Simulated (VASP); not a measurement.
# Mg (I4/mmm) in VASP: a series of runs

Runs on Mg. Level: LDA. Tasks: electric field gradients.

Program: VASP 6.6.1. These are calculated values, not measurements. Logs are shortened: lines on timing, memory, paths and dates and some standing lists are left out, and cuts for length are marked.

### 1 The cell of the first run

The structure is tetragonal, space group I4/mmm (No. 139). Conventional cell: a = 2.953 Å, b = 2.953 Å, c = 2.894 Å, α = 90.00°, β = 90.00°, γ = 90.00°. Within 3.4 Å of Mg (site symmetry 4/mmm) lie 14 Mg at 2.54 to 2.95 Å.

### 2 Electric field gradients, LDA (zz strain of -2 %)

Contents of INCAR:

```
SYSTEM = Mg
PREC = Accurate
ENCUT = 520
EDIFF = 1E-8
ISMEAR = -1
SIGMA = 0.03
LREAL = .FALSE.
LASPH = .TRUE.
NELM = 60
ALGO = Normal
ISIF = 2
LWAVE = .FALSE.
LCHARG = .FALSE.
GGA = CA
LEFG = .TRUE.
NBANDS = 7
```

Contents of KPOINTS:

```
regular mesh
0
G
  19 19 19
  0 0 0
```

Contents of POSCAR:

```
Mg
1.0
   -1.4765000000      1.4765000000      1.4469700000
    1.4765000000     -1.4765000000      1.4469700000
    1.4765000000      1.4765000000     -1.4469700000
Mg
1
Direct
    0.0000000000      0.0000000000      0.0000000000
```

Potentials or basis: VASP PAW LDA potentials, release 64 (Mg).

Run with:

```bash
> cat potpaw_LDA.64/Mg/POTCAR > POTCAR
> mpirun -np 1 vasp_std > vasp.out
```

OUTCAR:

```text
SYSTEM = Mg
   PREC = Accurate
   ENCUT = 520
   EDIFF = 1E-8
   ISMEAR = -1
   LREAL = .FALSE.
   LASPH = .TRUE.
   NELM = 60
   ISIF = 2
   GGA = CA

 ion  position               nearest neighbor table
   1  0.000  0.000  0.000-

  LATTYP: Found a body centered tetragonal cell.
 ALAT       =     2.9530000000
 C/A-ratio  =     0.9800000000

  Lattice vectors:

 A1 = (  -1.4765000000,   1.4765000000,   1.4469700000)
 A2 = (   1.4765000000,  -1.4765000000,   1.4469700000)
 A3 = (   1.4765000000,   1.4765000000,  -1.4469700000)

Analysis of symmetry for initial positions (statically):
=====================================================================
 Subroutine PRICEL returns:
 Original cell was already a primitive cell.

 Routine SETGRP: Setting up the symmetry group for a
 body centered tetragonal supercell.

 Subroutine GETGRP returns: Found 16 space group operations
 (whereof 16 operations were pure point group operations)
 out of a pool of 16 trial point group operations.

The static configuration has the point symmetry D_4h.

Analysis of symmetry for dynamics (positions and initial velocities):
=====================================================================
 Subroutine PRICEL returns:
 Original cell was already a primitive cell.

 Routine SETGRP: Setting up the symmetry group for a
 body centered tetragonal supercell.

 Subroutine GETGRP returns: Found 16 space group operations
 (whereof 16 operations were pure point group operations)
 out of a pool of 16 trial point group operations.

The dynamic configuration has the point symmetry D_4h.

 Subroutine INISYM returns: Found 16 space group operations
 (whereof 16 operations are pure point group operations),
 and found     1 'primitive' translations

----------------------------------------------------------------------------------------

                                     Primitive cell

  volume of cell :      12.6179

  direct lattice vectors                    reciprocal lattice vectors
    -1.476500000  1.476500000  1.446970000     0.000000000  0.338638673  0.345549666
     1.476500000 -1.476500000  1.446970000     0.338638673  0.000000000  0.345549666
     1.476500000  1.476500000 -1.446970000     0.338638673  0.338638673  0.000000000

  length of vectors
     2.540438285  2.540438285  2.540438285     0.483818894  0.483818894  0.478907403

  position of ions in fractional coordinates (direct lattice)
     0.000000000  0.000000000  0.000000000

  ion indices of the primitive-cell ions
   primitive index   ion index
                 1           1

----------------------------------------------------------------------------------------

 KPOINTS: regular mesh

Automatic generation of k-mesh.
 Grid dimensions read from file:
 generate k-points for:   19   19   19

 Generating k-lattice:

  Cartesian coordinates                     Fractional coordinates (reciprocal lattice)
     0.000000000  0.017823088  0.018186825     0.052631579 -0.000000000  0.000000000
     0.017823088  0.000000000  0.018186825    -0.000000000  0.052631579  0.000000000
     0.017823088  0.017823088  0.000000000     0.000000000  0.000000000  0.052631579

  Length of vectors
     0.025464152  0.025464152  0.025205653

  Shift w.r.t. Gamma in fractional coordinates (k-lattice)
     0.000000000  0.000000000  0.000000000

 Subroutine IBZKPT returns following result:
 ===========================================

 Found    550 irreducible k-points:

 Following reciprocal coordinates:
            Coordinates               Weight
  0.000000  0.000000  0.000000      1.000000
  0.052632  0.000000 -0.000000      8.000000
  0.105263  0.000000 -0.000000      8.000000
  0.157895 -0.000000  0.000000      8.000000
  0.210526  0.000000  0.000000      8.000000
  0.263158  0.000000 -0.000000      8.000000
[... 16 lines left out ...]
 -0.315789  0.052632  0.000000     16.000000
 -0.263158  0.052632 -0.000000     16.000000
 [... further k-points ...]
   k-points           NKPTS =    550   k-points in BZ     NKDIM =    550   number of bands    NBANDS=      7
   number of dos      NEDOS =    301   number of ions     NIONS =      1
   total plane-waves  NPLWV =   8000
   dimension x,y,z NGX =    20 NGY =   20 NGZ =   20
   dimension x,y,z NGXF=    40 NGYF=   40 NGZF=   40
   ions per type =               1
   NGX,Y,Z   is equivalent  to a cutoff of  13.09, 13.09, 13.09 a.u.
   NGXF,Y,Z  is equivalent  to a cutoff of  26.18, 26.18, 26.18 a.u.
 SYSTEM =  Mg
   PREC   = accura    normal or accurate (medium, high low for compatibility)
   ISTART =      0    job   : 0-new  1-cont  2-samecut
   ICHARG =      2    charge: 1-file 2-atom 10-const
   ISPIN  =      1    spin polarized calculation?
   LNONCOLLINEAR =      F non collinear calculations
   LSORBIT =      F    spin-orbit coupling
   LASPH  =      T    aspherical Exc in radial PAW
   ENCUT  =  520.0 eV  38.22 Ry    6.18 a.u.   4.72  4.72  4.72*2*pi/ulx,y,z
   NELM   =     60;   NELMIN=  2; NELMDL= -5     # of ELM steps
   EDIFF  = 0.1E-07   stopping-criterion for ELM
   LREAL  =      F    real-space projection
   EDIFFG = 0.1E-06   stopping-criterion for IOM
   NSW    =      0    number of steps for IOM
   IBRION =     -1    ionic relax: 0-MD 1-quasi-New 2-CG
   NFREE  =      0    steps in history (QN), initial steepest desc. (CG)
   ISIF   =      2    stress and relaxation
   ISYM   =      2    0-nonsym 1-usesym 2-fastsym
   POTIM  = 0.5000    time-step for ionic-motion
   TEBEG  =    0.0;   TEEND  =   0.0 temperature during run
   PSTRESS=    0.0 pullay stress
   NELECT =       2.0000    total number of electrons
   NUPDOWN=      -1.0000    fix difference up-down
   EMIN   =  10.00;   EMAX   =-10.00  energy-range for DOS
   EFERMI =   0.00;   METHOD = LEGACY
   ISMEAR =    -1;   SIGMA  =   0.03  broadening in eV -4-tet -1-fermi 0-gaus
   EFERMI_NEDOS =   21; number of points for ismear=-14 and -15
   IALGO  =     38    algorithm
   IMIX   =      4    mixing-type and parameters
     AMIX     =   0.40;   BMIX     =  1.00
     AMIX_MAG =   1.60;   BMIX_MAG =  1.00
  volume/ion in A,a.u.               =      12.62        85.15
  Fermi-wavevector in a.u.,A,eV,Ry     =   0.885977  1.674255 10.679976  0.784956
  Thomas-Fermi vector in A             =   2.007083
   LORBIT       =      0    0 simple, 1 ext, 2 COOP (PROOUT), +10 PAW based schemes
   GGA     = CA    functional components
   LHFCALC =     F    Hartree Fock is set to
   AEXX    =    0.0000 exact exchange contribution
   IVDW    =     0    specifies the selected vdW correction
   LEPSILON=     F    determine dielectric tensor
   LRPA    =     F    only Hartree local field effects (RPA)
 non-spin polarized calculation
  energy-cutoff  :      520.00
  volume of cell :       12.62
 maximum number of plane-waves:       368
   NGX =  9   NGY =  9   NGZ =  9

 number of electron       2.0000000 magnetization

 Free energy of the ion-electron system (eV)
  ---------------------------------------------------
  ext. energy  EPLUGINS =         0.00000000
  ---------------------------------------------------
  free energy    TOTEN  =        -0.71304034 eV

  energy without entropy =       -0.71206572  energy(sigma->0) =       -0.71255303

 E-fermi :   6.5822     XC(G=0): -10.8420

 val. band max:        6.5700901836   @ k =  -0.3684   0.4737   0.3158
 cond. band min:       6.5874424163   @ k =   0.3158   0.3158   0.0526
 fundamental gap:      0.0173522327
 Fermi energy:         6.5821742642

 k-point     1 :       0.0000    0.0000    0.0000
  band No.  band energies     occupation
      1      -3.3692      2.00000
      2      23.5963      0.00000
      3      24.1954      0.00000
      4      24.1954      0.00000
      5      26.5532      0.00000
      6      27.2289      0.00000
      7      28.6691      0.00000

 k-point     2 :       0.0526    0.0000   -0.0000
  band No.  band energies     occupation
      1      -3.2707      2.00000
      2      23.2200      0.00000
      3      23.2981      0.00000
      4      23.9196      0.00000
      5      25.8642      0.00000
      6      26.3410      0.00000
      7      29.3920      0.00000

 k-point     3 :       0.1053    0.0000   -0.0000
  band No.  band energies     occupation
      1      -2.9764      2.00000
      2      21.0554      0.00000
      3      22.2165      0.00000
      4      23.5304      0.00000
      5      25.0465      0.00000
      6      25.7950      0.00000
      7      30.6006      0.00000
[... 191 lines left out ...]
 k-point    23 :      -0.3158    0.0526    0.0000
  band No.  band energies     occupation
      1      -0.4133      2.00000
      2      12.7422      0.00000
      3      17.9955      0.00000
      4      21.9768      0.00000
      5      22.6720      0.00000
      6      25.8497      0.00000
      7      31.0961      0.00000

 k-point    24 :      -0.2632    0.0526   -0.0000
  band No.  band energies     occupation
      1      -1.3498      2.00000
      2      14.9779      0.00000
      3      18.7750      0.00000
      4      22.3993      0.00000
      5      23.2560      0.00000
      6      26.1067      0.00000
      7      30.6762      0.00000

 [... further k-points ...]
[... 5 lines left out ...]
  --------------------------------------------------------------------------------------
  -------------------------------------------------------------------------------------
  Total        4.7437529      4.7437529      4.8006905      0.0000000      0.0000000      0.0000000
  in kB      602.3462597    602.3462597    609.5760144      0.0000000      0.0000000      0.0000000
  external PRESSURE =     604.7561779 kB  Pullay stress =       0.0000000 kB

 VOLUME and BASIS-vectors are now :
 -----------------------------------------------------------------------------
  energy-cutoff  :      520.00
  volume of cell :       12.62
      direct lattice vectors                 reciprocal lattice vectors
    -1.476500000  1.476500000  1.446970000     0.000000000  0.338638673  0.345549666
     1.476500000 -1.476500000  1.446970000     0.338638673  0.000000000  0.345549666
     1.476500000  1.476500000 -1.446970000     0.338638673  0.338638673  0.000000000

 POSITION                                       TOTAL-FORCE (eV/Angst)
 -----------------------------------------------------------------------------------
      0.00000      0.00000      0.00000        -0.000000      0.000000      0.000000
 -----------------------------------------------------------------------------------
    total drift:                                0.000000      0.000000      0.000000

  FREE ENERGIE OF THE ION-ELECTRON SYSTEM (eV)
  ---------------------------------------------------
  free  energy   TOTEN  =        -0.7130403384 eV

  energy  without entropy=       -0.7120657150  energy(sigma->0) =       -0.71255303

 Electric field gradients (V/A^2)
---------------------------------------------------------------------
 ion       V_xx      V_yy      V_zz      V_xy      V_xz      V_yz
---------------------------------------------------------------------
   1       0.340     0.340    -0.679     0.000     0.000     0.000
---------------------------------------------------------------------

 Electric field gradients after diagonalization (V/A^2)
 (convention: |V_zz| > |V_xx| > |V_yy|)
----------------------------------------------------------------------
 ion       V_xx      V_yy      V_zz     asymmetry (V_yy - V_xx)/ V_zz
----------------------------------------------------------------------
   1       0.340     0.340    -0.679       0.000
----------------------------------------------------------------------

           NMR quadrupolar parameters

 Cq : quadrupolar parameter    Cq=e*Q*V_zz/h
 eta: asymmetry parameters     (V_yy - V_xx)/ V_zz
 Q  : nuclear electric quadrupole moment in mb (millibarn)
----------------------------------------------------------------------
 ion       Cq(MHz)       eta       Q (mb)
----------------------------------------------------------------------
   1      -0.002       0.000       1.000
----------------------------------------------------------------------
```

Wall time 27 s (1 thread of Intel Xeon Platinum 8375C at 2.90GHz (Ice Lake), shared host); peak memory 0.16 GiB.

What came out:

```
Free energy            : -0.7130 eV
Pressure               : 60.5 GPa
Band gap on the k mesh : zero (band 1 reaches 10.11 eV, above the bottom of band 2 at 5.57 eV)
```

Stress tensor (GPa, compression positive):
```
60.23  0.00  0.00
 0.00 60.23  0.00
 0.00  0.00 60.96
```

Electric field gradients, principal values (V/Å²):
```tsv
atom	least	middle	greatest (by size)
1 Mg	0.340	0.340	-0.679
```

Caveat: the cell differs from its parent crystal (zz strain of -2 %); without QUAD_EFG the Cq values of the log hold for a quadrupole moment of 1 mb, not for the nuclei.

### 3 Electric field gradients, LDA (zz strain of -2 %)

Contents of INCAR:

```
ALGO     = Normal         # electronic algorithm
EDIFF    = 1E-8           # SCF threshold, eV
ENCUT    = 520            # plane-wave cutoff, eV
GGA      = CA             # functional
ISIF     = 2              # what is computed and relaxed
ISMEAR   = -1             # smearing method
LASPH    = T              # aspherical terms in the spheres
LCHARG   = F              # write CHGCAR
LEFG     = T            
LREAL    = F              # projectors in reciprocal space
LWAVE    = F              # write WAVECAR
NBANDS   = 7              # bands
NELM     = 80             # most SCF steps
PREC     = Accurate       # precision mode
SIGMA    = 0.03           # smearing width, eV
```

Contents of KPOINTS:

```
k-points
0
Gamma
  19 19 19
```

POSCAR is that of step 2.

Potentials or basis: VASP PAW LDA potentials, release 64 (Mg).

Run with:

```bash
> cat potpaw_LDA.64/Mg/POTCAR > POTCAR
> mpirun -np 1 vasp_std > vasp.out
```

OUTCAR:

```text
EDIFF = 1E-8
   ENCUT = 520
   GGA = CA
   ISIF = 2
   ISMEAR = -1
   LASPH = T
   LREAL = F
   NELM = 80
   PREC = Accurate

 ion  position               nearest neighbor table
   1  0.000  0.000  0.000-

  LATTYP: Found a body centered tetragonal cell.
 ALAT       =     2.9530000000
 C/A-ratio  =     0.9800000000

  Lattice vectors:

 A1 = (  -1.4765000000,   1.4765000000,   1.4469700000)
[... 445 lines left out ...]
 -----------------------------------------------------------------------------------
    total drift:                                0.000000      0.000000      0.000000

  FREE ENERGIE OF THE ION-ELECTRON SYSTEM (eV)
  ---------------------------------------------------
  free  energy   TOTEN  =        -0.7130403384 eV

  energy  without entropy=       -0.7120657150  energy(sigma->0) =       -0.71255303

 Electric field gradients (V/A^2)
---------------------------------------------------------------------
 ion       V_xx      V_yy      V_zz      V_xy      V_xz      V_yz
---------------------------------------------------------------------
   1       0.340     0.340    -0.679     0.000     0.000     0.000
---------------------------------------------------------------------

 Electric field gradients after diagonalization (V/A^2)
 (convention: |V_zz| > |V_xx| > |V_yy|)
----------------------------------------------------------------------
 ion       V_xx      V_yy      V_zz     asymmetry (V_yy - V_xx)/ V_zz
----------------------------------------------------------------------
   1       0.340     0.340    -0.679       0.000
----------------------------------------------------------------------

           NMR quadrupolar parameters

 Cq : quadrupolar parameter    Cq=e*Q*V_zz/h
 eta: asymmetry parameters     (V_yy - V_xx)/ V_zz
 Q  : nuclear electric quadrupole moment in mb (millibarn)
----------------------------------------------------------------------
 ion       Cq(MHz)       eta       Q (mb)
----------------------------------------------------------------------
   1      -0.002       0.000       1.000
----------------------------------------------------------------------
```

stdout:

```text
POSCAR found type information on POSCAR Mg
 POSCAR found :  1 types and       1 ions
 scaLAPACK will be used
 LDA part: xc-table for (Slater(with rela. corr.)+CA(PZ))
 , standard interpolation
 POSCAR, INCAR and KPOINTS ok, starting setup
 FFT: planning ... GRIDC
 FFT: planning ... GRID_SOFT
 FFT: planning ... GRID
 WAVECAR not read
 entering main loop
ion   1
```

Run time: 24 s. Hardware: 1 thread of Intel Xeon Platinum 8375C at 2.90GHz (Ice Lake), shared host; peak memory 0.16 GiB.

Results:

* Free energy: -0.7130 eV
* Pressure: 60.5 GPa
* Band gap on the k mesh: zero (band 1 reaches 10.11 eV, above the bottom of band 2 at 5.57 eV)

Electric field gradients, principal values (V/Å²):
```
atom  least  middle  greatest (by size)
1 Mg  0.340   0.340              -0.679
```

Caveat: the cell differs from its parent crystal (zz strain of -2 %); without QUAD_EFG the Cq values of the log hold for a quadrupole moment of 1 mb, not for the nuclei.

(Continued in part 2 of 2.)
